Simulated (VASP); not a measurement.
Wanted: the native input for a VASP 6.6.1 run.

```
Task                   : single point
Functional             : LDA
Potentials or basis    : VASP PAW LDA potentials, release 64 (Pt, Se)
Cutoff                 : 520 eV
k mesh                 : 9 × 9 × 6
Occupations            : gaussian, width 0.3 eV
Spin                   : no spin polarisation
Dipole correction      : no
Further INCAR settings : ALGO = Normal; EDIFF = 1e-06; NBANDS = 18
```

The structure of PtSe2 (Sudovikovite) lies in POSCAR:

```
PtSe2
1.0
    3.7240000000      0.0000000000      0.0000000000
   -1.8620000000      3.2250790000      0.0000000000
    0.0000000000      0.0000000000      5.0620000000
Pt Se
1 2
Direct
    0.0000000000      0.0000000000      0.0000000000
    0.3333333333      0.6666666667      0.2500000000
    0.6666666667      0.3333333333      0.7500000000
```

These files were run (other wordings do the same):

INCAR

```
PREC = Accurate
ENCUT = 520
EDIFF = 1E-6
ISMEAR = 0
SIGMA = 0.3
LREAL = False
LASPH = True
NELM = 100
ALGO = Normal
ISIF = 2
LWAVE = False
LCHARG = False
NBANDS = 18
```

KPOINTS

```
Automatic mesh
0
Gamma
  9 9 6
```

Potentials or basis: VASP PAW LDA potentials, release 64 (Pt, Se).

Run with:

```bash
$ cat potpaw_LDA.64/Pt/POTCAR potpaw_LDA.64/Se/POTCAR > POTCAR
$ mpirun -np 1 vasp_std > vasp.out
```

Results of the run:

```
Pressure               : -0.1 GPa
Largest force          : 0.224 eV/Å
Band gap on the k mesh : zero (band 11 reaches 6.91 eV, above the bottom of band 12 at 6.48 eV)
```

Caveat: spin-orbit coupling is left out, which moves the levels of the heavy elements.

It took 76 s on 1 thread of AMD EPYC 7R43 64-Core Processor (Zen 3), on a shared host, peak memory 0.16 GiB.
